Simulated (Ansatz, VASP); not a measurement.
# Two plane-wave programs on MnO

INCAR

```
SYSTEM = MnO
PREC = Accurate ; ENCUT = 600
EDIFF = 1E-6 ; ISMEAR = 0
SIGMA = 0.05 ; LREAL = .False.
LASPH = .True. ; NELM = 200
ALGO = Normal ; ISIF = 2
LWAVE = .False. ; LCHARG = .False.
ISPIN = 2 ; MAGMOM = 5 0
LORBIT = 11 ; LMAXMIX = 4
LDAU = .True. ; LDAUTYPE = 2
LDAUL = 2 -1 ; LDAUU = 3.9 0
LDAUJ = 0 0 ; LDAUPRINT = 1
GGA = PE ; NBANDS = 22
GGA_COMPAT = .False.
```

File KPOINTS:

```
regular mesh
0
Gamma
  12 12 12
  0 0 0
```

The input POSCAR:

```
MnO
1.0
    0.0000000000      2.2220003343      2.2220003343
    2.2220003343      0.0000000000      2.2220003343
    2.2220003343      2.2220003343      0.0000000000
Mn O
1 1
Direct
    0.0000000000      0.0000000000      0.0000000000
    0.5000000000      0.5000000000      0.5000000000
```

Input for Ansatz:

```yaml
crystal:
  lattice:
    - [0.0, 2.2220003343, 2.2220003343]
    - [2.2220003343, 0.0, 2.2220003343]
    - [2.2220003343, 2.2220003343, 0.0]
  atoms:
    - { symbol: Mn, position: [0.0, 0.0, 0.0], spin: 5.0 }
    - { symbol: O, position: [0.5, 0.5, 0.5] }
basis:
  ecutwfc: 420
  ecutrho_ratio: 4
kpoints:
  mp_grid: { grid: [12, 12, 12] }
hamiltonian:
  xc: pbe
  hubbard: { sites: [{ species: Mn, l: d, u_eff: 3.9 }] }
scf:
  occupations: { method: gaussian, width: 0.05 }
  lower_state_search: "off"
output:
  forces: true
  stress: true
  eigenvalues: true
  populations: true
  hubbard: { sites: [{ species: Mn, l: d }] }
magnetization:
  spin_polarized: true
checkpoint:
  read: start.run
  write: ck
  compress: false
  write_wavefunctions: false
  write_every: 100000
```

Alike in both runs: task single point; functional PBE; k mesh 12 × 12 × 12; occupations gaussian, width 0.05 eV; collinear spin; Hubbard terms Mn d U = 3.9 eV.

|  | VASP | Ansatz |
| --- | --- | --- |
| version | VASP 6.6.1 | Ansatz 0.2.0 |
| potentials or method | VASP PAW PBE potentials, release 64 (Mn_sv, O), cutoff 600 eV | scalar-relativistic, plane waves, PAW |
| valence electrons in the cell | 21 | 21 |

|  | VASP | Ansatz | Ansatz less VASP |
| --- | --- | --- | --- |
| gap on the k mesh at the Fermi level (eV) | 0.16 | 0.13 | -0.038 |
| least direct gap on the mesh (eV) | 2.73 | 2.59 | -0.135 |
| pressure (GPa) | 5.2 | 9.6 | +4.34 |
| net moment per atom (μB) | 2.50 | 2.50 | 0.000 |
| size of the moment on the site where the two differ most (μB) | 4.49 | 4.28 | -0.217 |

Site moments also hang on the region over which each program counts them. The programs project onto different local orbitals, so the same U acts differently, and such runs can settle in different states. Ansatz's warnings: stability check not made.
